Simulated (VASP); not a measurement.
# Zn: single point with PBE

Zn:

```xyz
1
Lattice="0.5779 2.3581 2.3581 2.3581 0.5779 2.3581 2.3581 2.3581 0.5779" Properties=species:S:1:pos:R:3 pbc="T T T"
Zn    0.0000    0.0000    0.0000
```

```json
{
 "Program": "VASP 6.6.1",
 "Task": "single point",
 "Functional": "PBE",
 "Potentials or basis": "VASP PAW PBE potentials, release 64 (Zn)",
 "Cutoff": "520 eV",
 "k mesh": "22 × 22 × 22",
 "Occupations": "gaussian, width 0.15 eV",
 "Spin": "no spin polarisation"
}
```

| Property | Result |
| --- | --- |
| Pressure | 2.9 GPa |
| Band gap on the k mesh | zero (bands 6 and 7 overlap by 6.37 eV) |

Stress tensor (GPa, compression positive):
```
 2.86 -3.54 -3.54
-3.54  2.86 -3.54
-3.54 -3.54  2.86
```

Levels at points of the mesh, in eV from the Fermi level:
| k point | band 4 | band 5 | band 6 | band 7 | band 8 | band 9 |
| --- | --- | --- | --- | --- | --- | --- |
| (0.00, 0.00, 0.00) | -7.49 | -6.87 | -6.87 | 6.03 | 10.19 | 23.07 |
| (0.50, 0.00, 0.00) | -7.04 | -6.49 | -1.50 | 0.83 | 9.42 | 12.99 |
| (0.50, 0.50, 0.00) | -6.88 | -6.49 | -0.55 | 2.31 | 5.61 | 9.11 |
| (0.50, 0.50, 0.50) | -6.84 | -6.84 | -5.26 | -3.60 | 22.12 | 22.12 |

It took 3.1 min on 1 thread of Intel(R) Xeon(R) Platinum 8488C (Sapphire Rapids), on a shared host, peak memory 0.31 GiB.
